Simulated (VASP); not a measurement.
# La (Im-3m) in VASP: notebook

La is run at these levels: PBEsol; tasks: single point, relaxation of cell and atoms.

Everything below comes from runs of VASP 6.6.1. Logs are shortened: lines on timing, memory, paths and dates and some standing lists are left out, and cuts for length are marked.

## (1) The cell of the first run

Symmetry: Im-3m, No. 229, cubic system. Conventional cell: a = 4.122 Å, b = 4.122 Å, c = 4.122 Å, α = 90.00°, β = 90.00°, γ = 90.00°. La (site symmetry m-3m) has 14 La at 3.57 to 4.12 Å within 4.7 Å.

This isn't the form of La at room conditions, which is double hcp.

## (2) Single point, PBEsol

The input, INCAR:

```
SYSTEM = La
PREC = Accurate ; ENCUT = 520
EDIFF = 1E-6 ; ISMEAR = 0
SIGMA = 0.05 ; LREAL = .False.
LASPH = .True. ; NELM = 60
ALGO = Normal ; ISIF = 2
LWAVE = .False. ; LCHARG = .True.
GGA = PS ; LELF = .True.
LVHAR = .True. ; NBANDS = 12
```

The input, KPOINTS:

```
regular mesh
0
Gamma
  7 7 7
  0 0 0
```

The input, POSCAR:

```
La
1.0
    3.5701545042     -0.0000000198     -0.0000000342
   -1.1900514828      3.3659739530     -0.0000000342
   -1.1900514828     -1.6829869271      2.9150189803
La
1
Direct
    0.0000000000      0.0000000000      0.0000000000
```

Potentials or basis: VASP PAW PBE potentials, release 64 (La).

Command:

```
> cat potpaw_PBE.64/La/POTCAR > POTCAR
> mpirun -np 1 vasp_std > vasp.out
```

OUTCAR:

```text
SYSTEM = La
   PREC = Accurate
   ENCUT = 520
   EDIFF = 1E-6
   ISMEAR = 0
   LREAL = .False.
   LASPH = .True.
   NELM = 60
   ISIF = 2
   GGA = PS

 ion  position               nearest neighbor table
   1  0.000  0.000  0.000-

  LATTYP: Found a body centered cubic cell.
 ALAT       =     4.1224593281

  Lattice vectors:

 A1 = (   3.5701545042,  -0.0000000198,  -0.0000000342)
 A2 = (  -1.1900514828,   3.3659739530,  -0.0000000342)
 A3 = (  -1.1900514828,  -1.6829869271,   2.9150189803)

Analysis of symmetry for initial positions (statically):
=====================================================================
 Subroutine PRICEL returns:
 Original cell was already a primitive cell.

 Routine SETGRP: Setting up the symmetry group for a
 body centered cubic supercell.

 Subroutine GETGRP returns: Found 48 space group operations
 (whereof 48 operations were pure point group operations)
 out of a pool of 48 trial point group operations.

The static configuration has the point symmetry O_h .

Analysis of symmetry for dynamics (positions and initial velocities):
=====================================================================
 Subroutine PRICEL returns:
 Original cell was already a primitive cell.

 Routine SETGRP: Setting up the symmetry group for a
 body centered cubic supercell.

 Subroutine GETGRP returns: Found 48 space group operations
 (whereof 48 operations were pure point group operations)
 out of a pool of 48 trial point group operations.

The dynamic configuration has the point symmetry O_h .

 Subroutine INISYM returns: Found 48 space group operations
 (whereof 48 operations are pure point group operations),
 and found     1 'primitive' translations

----------------------------------------------------------------------------------------

                                     Primitive cell

  volume of cell :      35.0299

  direct lattice vectors                    reciprocal lattice vectors
     3.570154504 -0.000000020 -0.000000034     0.280099925  0.099030278  0.171525468
    -1.190051483  3.365973953 -0.000000034     0.000000003  0.297090834  0.171525468
    -1.190051483 -1.682986927  2.915018980     0.000000003  0.000000005  0.343050944

  length of vectors
     3.570154504  3.570154504  3.570154504     0.343050944  0.343050944  0.343050944

  position of ions in fractional coordinates (direct lattice)
     0.000000000  0.000000000  0.000000000

  ion indices of the primitive-cell ions
   primitive index   ion index
                 1           1

----------------------------------------------------------------------------------------

 KPOINTS: regular mesh

Automatic generation of k-mesh.
 Grid dimensions read from file:
 generate k-points for:    7    7    7

 Generating k-lattice:

  Cartesian coordinates                     Fractional coordinates (reciprocal lattice)
     0.040014275  0.014147183  0.024503638     0.142857143  0.000000000  0.000000000
     0.000000000  0.042441548  0.024503638     0.000000000  0.142857143 -0.000000000
     0.000000000  0.000000001  0.049007278     0.000000000  0.000000000  0.142857143

  Length of vectors
     0.049007278  0.049007278  0.049007278

  Shift w.r.t. Gamma in fractional coordinates (k-lattice)
     0.000000000  0.000000000  0.000000000

 Subroutine IBZKPT returns following result:
 ===========================================

 Found     20 irreducible k-points:

 Following reciprocal coordinates:
            Coordinates               Weight
  0.000000  0.000000  0.000000      1.000000
  0.142857 -0.000000  0.000000     12.000000
  0.285714 -0.000000  0.000000     12.000000
  0.428571 -0.000000  0.000000     12.000000
  0.142857  0.142857  0.000000     24.000000
  0.285714  0.142857 -0.000000     48.000000
[... 12 lines left out ...]
 -0.428571 -0.428571  0.285714      8.000000
 -0.428571  0.428571  0.428571      6.000000
   k-points           NKPTS =     20   k-points in BZ     NKDIM =     20   number of bands    NBANDS=     12
   number of dos      NEDOS =    301   number of ions     NIONS =      1
   total plane-waves  NPLWV =  21952
   dimension x,y,z NGX =    28 NGY =   28 NGZ =   28
   dimension x,y,z NGXF=    56 NGYF=   56 NGZF=   56
   ions per type =               1
   NGX,Y,Z   is equivalent  to a cutoff of  13.04, 13.04, 13.04 a.u.
   NGXF,Y,Z  is equivalent  to a cutoff of  26.08, 26.08, 26.08 a.u.
 SYSTEM =  La
   PREC   = accura    normal or accurate (medium, high low for compatibility)
   ISTART =      0    job   : 0-new  1-cont  2-samecut
   ICHARG =      2    charge: 1-file 2-atom 10-const
   ISPIN  =      1    spin polarized calculation?
   LNONCOLLINEAR =      F non collinear calculations
   LSORBIT =      F    spin-orbit coupling
   LASPH  =      T    aspherical Exc in radial PAW
   ENCUT  =  520.0 eV  38.22 Ry    6.18 a.u.   6.64  6.64  6.64*2*pi/ulx,y,z
   NELM   =     60;   NELMIN=  2; NELMDL= -5     # of ELM steps
   EDIFF  = 0.1E-05   stopping-criterion for ELM
   LREAL  =      F    real-space projection
   EDIFFG = 0.1E-04   stopping-criterion for IOM
   NSW    =      0    number of steps for IOM
   IBRION =     -1    ionic relax: 0-MD 1-quasi-New 2-CG
   NFREE  =      0    steps in history (QN), initial steepest desc. (CG)
   ISIF   =      2    stress and relaxation
   ISYM   =      2    0-nonsym 1-usesym 2-fastsym
   POTIM  = 0.5000    time-step for ionic-motion
   TEBEG  =    0.0;   TEEND  =   0.0 temperature during run
   PSTRESS=    0.0 pullay stress
   NELECT =      11.0000    total number of electrons
   NUPDOWN=      -1.0000    fix difference up-down
   EMIN   =  10.00;   EMAX   =-10.00  energy-range for DOS
   EFERMI =   0.00;   METHOD = LEGACY
   ISMEAR =     0;   SIGMA  =   0.05  broadening in eV -4-tet -1-fermi 0-gaus
   EFERMI_NEDOS =   21; number of points for ismear=-14 and -15
   IALGO  =     38    algorithm
   IMIX   =      4    mixing-type and parameters
     AMIX     =   0.40;   BMIX     =  1.00
     AMIX_MAG =   1.60;   BMIX_MAG =  1.00
  volume/ion in A,a.u.               =      35.03       236.39
  Fermi-wavevector in a.u.,A,eV,Ry     =   1.112737  2.102769 16.846523  1.238184
  Thomas-Fermi vector in A             =   2.249315
   LORBIT       =      0    0 simple, 1 ext, 2 COOP (PROOUT), +10 PAW based schemes
   GGA     = PS    functional components
   LHFCALC =     F    Hartree Fock is set to
   AEXX    =    0.0000 exact exchange contribution
   IVDW    =     0    specifies the selected vdW correction
   LEPSILON=     F    determine dielectric tensor
   LRPA    =     F    only Hartree local field effects (RPA)
 non-spin polarized calculation
 Gauss-broadening in eV      SIGMA  =   0.05
  energy-cutoff  :      520.00
  volume of cell :       35.03
 maximum number of plane-waves:       959
   NGX = 13   NGY = 13   NGZ = 13

 number of electron      10.9999999 magnetization

 Free energy of the ion-electron system (eV)
  ---------------------------------------------------
  ext. energy  EPLUGINS =         0.00000000
  ---------------------------------------------------
  free energy    TOTEN  =        -5.21066915 eV

  energy without entropy =       -5.20586544  energy(sigma->0) =       -5.20826729

 E-fermi :   8.2747     XC(G=0):  -9.9248

 val. band max:        8.2584372174   @ k =   0.2857   0.1429  -0.0000
 cond. band min:       8.3688852518   @ k =  -0.4286  -0.4286   0.1429
 fundamental gap:      0.1104480344
 Fermi energy:         8.2747147262

 k-point     1 :       0.0000    0.0000    0.0000
  band No.  band energies     occupation
      1     -24.4997      2.00000
      2      -7.2890      2.00000
      3      -7.2890      2.00000
      4      -7.2890      2.00000
      5       5.0892      2.00000
      6       9.8230      0.00000
      7       9.8230      0.00000
      8       9.8230      0.00000
      9       9.8855      0.00000
     10       9.8855      0.00000
     11       9.8855      0.00000
     12      10.7254      0.00000

 k-point     2 :       0.1429   -0.0000    0.0000
  band No.  band energies     occupation
      1     -24.4516      2.00000
      2      -7.6393      2.00000
      3      -7.3910      2.00000
      4      -7.2940      2.00000
      5       5.7389      2.00000
      6       9.1633      0.00000
      7       9.1701      0.00000
      8       9.8611      0.00000
      9      10.0374      0.00000
     10      10.2675      0.00000
     11      10.3038      0.00000
     12      10.6656      0.00000

 k-point     3 :       0.2857   -0.0000    0.0000
  band No.  band energies     occupation
      1     -24.3409      2.00000
      2      -8.3496      2.00000
      3      -7.6101      2.00000
      4      -7.3055      2.00000
      5       6.6059      2.00000
      6       8.4806      0.00000
      7       9.1103      0.00000
      8       9.8520      0.00000
      9      10.2206      0.00000
     10      10.3622      0.00000
     11      10.5114      0.00000
     12      10.6313      0.00000

 k-point     4 :       0.4286   -0.0000    0.0000
  band No.  band energies     occupation
      1     -24.2492      2.00000
      2      -8.8628      2.00000
      3      -7.7767      2.00000
      4      -7.3152      2.00000
      5       6.4240      2.00000
      6       8.0743      2.00000
      7       9.8846      0.00000
      8       9.9538      0.00000
      9      10.2821      0.00000
     10      10.5508      0.00000
     11      10.5867      0.00000
     12      10.6748      0.00000

 k-point     5 :       0.1429    0.1429    0.0000
  band No.  band energies     occupation
      1     -24.3720      2.00000
      2      -8.1247      2.00000
      3      -7.5250      2.00000
      4      -7.3735      2.00000
      5       6.6736      2.00000
      6       8.5894      0.00000
      7       8.7869      0.00000
      8       9.8644      0.00000
      9      10.2193      0.00000
     10      10.3661      0.00000
     11      10.4054      0.00000
     12      10.6785      0.00000
[... 168 lines left out ...]
      1     -24.2107      2.00000
      2      -8.3107      2.00000
      3      -7.9664      2.00000
      4      -7.9664      2.00000
      5       7.4654      2.00000
      6       7.9100      2.00000
      7       9.7136      0.00000
      8       9.7136      0.00000
      9       9.9651      0.00000
     10      10.0803      0.00000
     11      10.6297      0.00000
     12      10.6297      0.00000

 k-point    18 :      -0.4286    0.4286    0.2857
  band No.  band energies     occupation
      1     -24.1363      2.00000
      2      -8.5666      2.00000
      3      -8.1494      2.00000
      4      -8.0104      2.00000
      5       6.9740      2.00000
      6       7.5649      2.00000
      7       9.6786      0.00000
      8       9.7109      0.00000
      9      10.1712      0.00000
     10      10.3096      0.00000
     11      10.7035      0.00000
     12      10.7241      0.00000

 k-point    19 :      -0.4286   -0.4286    0.2857
  band No.  band energies     occupation
      1     -24.1026      2.00000
      2      -8.4449      2.00000
      3      -8.4449      2.00000
      4      -8.0373      2.00000
      5       6.9227      2.00000
      6       6.9227      2.00000
      7       9.5667      0.00000
      8      10.1072      0.00000
      9      10.2580      0.00000
     10      10.2580      0.00000
     11      10.7675      0.00000
     12      10.7754      0.00000

 k-point    20 :      -0.4286    0.4286    0.4286
  band No.  band energies     occupation
      1     -24.0721      2.00000
      2      -8.4071      2.00000
      3      -8.3401      2.00000
      4      -8.3401      2.00000
      5       6.3744      2.00000
      6       6.5621      2.00000
      7      10.0474      0.00000
      8      10.2028      0.00000
      9      10.2028      0.00000
     10      10.2131      0.00000
     11      10.7812      0.00000
     12      10.7964      0.00000

------------------------ aborting loop because EDIFF is reached ----------------------------------------

  FORCE on cell =-STRESS in cart. coord.  units (eV):
  Direction    XX          YY          ZZ          XY          YZ          ZX
  --------------------------------------------------------------------------------------
  -------------------------------------------------------------------------------------
  Total        0.0037752      0.0037752      0.0037752     -0.0000000      0.0000000     -0.0000000
  in kB        0.1726659      0.1726659      0.1726659     -0.0000000      0.0000000     -0.0000000
  external PRESSURE =       0.1726659 kB  Pullay stress =       0.0000000 kB

 VOLUME and BASIS-vectors are now :
 -----------------------------------------------------------------------------
  energy-cutoff  :      520.00
  volume of cell :       35.03
      direct lattice vectors                 reciprocal lattice vectors
     3.570154504 -0.000000020 -0.000000034     0.280099925  0.099030278  0.171525468
    -1.190051483  3.365973953 -0.000000034     0.000000003  0.297090834  0.171525468
    -1.190051483 -1.682986927  2.915018980     0.000000003  0.000000005  0.343050944

 POSITION                                       TOTAL-FORCE (eV/Angst)
 -----------------------------------------------------------------------------------
      0.00000      0.00000      0.00000        -0.000000     -0.000000      0.000000
 -----------------------------------------------------------------------------------
    total drift:                                0.000000      0.000000      0.000000

  FREE ENERGIE OF THE ION-ELECTRON SYSTEM (eV)
  ---------------------------------------------------
  free  energy   TOTEN  =        -5.2106691496 eV

  energy  without entropy=       -5.2058654353  energy(sigma->0) =       -5.20826729
```

It took 11 s on 1 thread of Intel Xeon Platinum 8559C (Emerald Rapids), shared host; peak memory 0.16 GiB.

Results:

```yaml
Free_energy: -5.2107 eV
Pressure: 0.0 GPa
Band_gap_on_the_k_mesh: zero (an odd number of electrons rules out a gap without spin polarisation)
```

Caveat: the PAW data sets were made with another functional, which shifts forces and pressure a little; spin-orbit coupling is left out, which moves the levels of the heavy elements.

## (3) Relaxation of cell and atoms, PBEsol

This run uses another cell than the first one, of 38.32 Å³/atom.

The input, INCAR:

```
ALGO = Normal
EDIFF = 1E-6
EDIFFG = -0.03
ENCUT = 600
GGA = PS
IBRION = 2
ISIF = 3
ISMEAR = 0
LASPH = True
LCHARG = False
LREAL = False
LWAVE = False
NELM = 100
NSW = 60
PREC = Accurate
SIGMA = 0.05
```

The input, KPOINTS:

```
k-points
0
Gamma
  7 7 7
```

The input, POSCAR:

```
La
1.0
    3.6785830288     -0.0000000204     -0.0000000353
   -1.2261943237      3.4682013466     -0.0000000353
   -1.2261943237     -1.7341006224      3.0035505010
La
1
Direct
    0.0000000000      0.0000000000      0.0000000000
```

Potentials or basis: VASP PAW PBE potentials, release 64 (La).

Command:

```
> cat potpaw_PBE.64/La/POTCAR > POTCAR
> mpirun -np 1 vasp_std > vasp.out
```

Run time: 17 s. Hardware: 1 thread of Intel Xeon Platinum 8559C (Emerald Rapids), shared host; peak memory 0.18 GiB.

It converged, with:

```yaml
Free_energy: -5.2108 eV
Relaxed_volume: 35.11 Å³/atom
Relaxed_cell: a = 3.573 Å, b = 3.573 Å, c = 3.573 Å, α = 109.47°, β = 109.47°, γ = 109.47°
Space_group_after_relaxing_to_0.1_Å: Im-3m (No. 229)
Energy_gained_by_relaxing: 27.4 meV/atom
Ionic_steps: 2
Pressure_after_relaxing: 0.0 GPa
Band_gap_on_the_k_mesh: zero (an odd number of electrons rules out a gap without spin polarisation)
```

Step by step:
```csv
step,energy change (eV),largest force (eV/Å),pressure (GPa),volume (Å³)
1,0.0000,0.0000,-2.49,38.32
2,-0.0274,0.0000,-0.05,35.11
```

Final structure:
```cif
data_structure
_symmetry_space_group_name_H-M 'P 1'
_symmetry_Int_Tables_number 1
_cell_length_a 3.5727
_cell_length_b 3.5727
_cell_length_c 3.5727
_cell_angle_alpha 109.471
_cell_angle_beta 109.471
_cell_angle_gamma 109.471
_cell_volume 35.11
loop_
_atom_site_label
_atom_site_type_symbol
_atom_site_fract_x
_atom_site_fract_y
_atom_site_fract_z
_atom_site_occupancy
La1 La 0.00000 0.00000 0.00000 1
```

Levels at points of the mesh, in eV from the Fermi level:
```tsv
k point	band 1	band 2	band 3	band 4	band 5	band 6	band 7	band 8	band 9
(0.00, 0.00, 0.00)	-32.78	-15.57	-15.57	-15.57	-3.19	1.55	1.55	1.55	1.61
```

Caveat: the PAW data sets were made with another functional, which shifts forces and pressure a little; spin-orbit coupling is left out, which moves the levels of the heavy elements.

## (4) Relaxation of cell and atoms, PBEsol, target pressure 10 GPa, at which the enthalpy is minimised

This run uses another cell than the first one, of 38.32 Å³/atom.

The input, INCAR:

```
PREC = Accurate
ENCUT = 600
EDIFF = 1E-6
ISMEAR = 0
SIGMA = 0.05
LREAL = F
LASPH = T
NELM = 60
ALGO = Normal
ISIF = 3
LWAVE = F
LCHARG = F
GGA = PS
IBRION = 2
NSW = 60
EDIFFG = -0.03
PSTRESS = 100.0
```

The input, KPOINTS:

```
Automatic mesh
0
Gamma
  7 7 7
```

POSCAR is that of step 3.

Command:

```
> cat potpaw_PBE.64/La/POTCAR > POTCAR
> mpirun -np 1 vasp_std > vasp.out
```

It took 32 s on 1 thread of Intel Xeon Platinum 8559C (Emerald Rapids), shared host; peak memory 0.18 GiB.

The run converged. Its results:

* Free energy: -4.9973 eV
* Relaxed volume: 27.31 Å³/atom
* Relaxed cell: a = 3.286 Å, b = 3.286 Å, c = 3.286 Å, α = 109.47°, β = 109.47°, γ = 109.47°
* Space group after relaxing (to 0.1 Å): Im-3m (No. 229)
* Energy change on relaxing (the run minimises the enthalpy): +186.1 meV/atom
* Ionic steps: 4
* Pressure after relaxing: 9.9 GPa
* Band gap on the k mesh: zero (an odd number of electrons rules out a gap without spin polarisation)

The path:
```tsv
step	energy change (eV)	largest force (eV/Å)	pressure (GPa)	volume (Å³)
1	0.0000	0.0000	-2.49	38.32
2	0.4766	0.0000	19.35	24.02
3	0.1744	0.0000	9.57	27.50
4	0.1861	0.0000	9.93	27.31
```

Final structure:
```cif
data_structure
_symmetry_space_group_name_H-M 'P 1'
_symmetry_Int_Tables_number 1
_cell_length_a 3.2857
_cell_length_b 3.2857
_cell_length_c 3.2857
_cell_angle_alpha 109.471
_cell_angle_beta 109.471
_cell_angle_gamma 109.471
_cell_volume 27.31
loop_
_atom_site_label
_atom_site_type_symbol
_atom_site_fract_x
_atom_site_fract_y
_atom_site_fract_z
_atom_site_occupancy
La1 La 0.00000 0.00000 0.00000 1
```

Levels at points of the mesh, in eV from the Fermi level:
```
           k point  band 1  band 2  band 3  band 4  band 5  band 6  band 7  band 8  band 9
(0.00, 0.00, 0.00)  -32.65  -14.57  -14.57  -14.57   -2.59    1.81    1.81    1.84    1.84
```

Caveat: the cell is relaxed towards a set pressure, so the run minimises the enthalpy, not the energy; the volume moved by over 15 % at a fixed basis, so the end points are rough; the PAW data sets were made with another functional, which shifts forces and pressure a little; spin-orbit coupling is left out, which moves the levels of the heavy elements.

(Continued in part 2 of 2.)
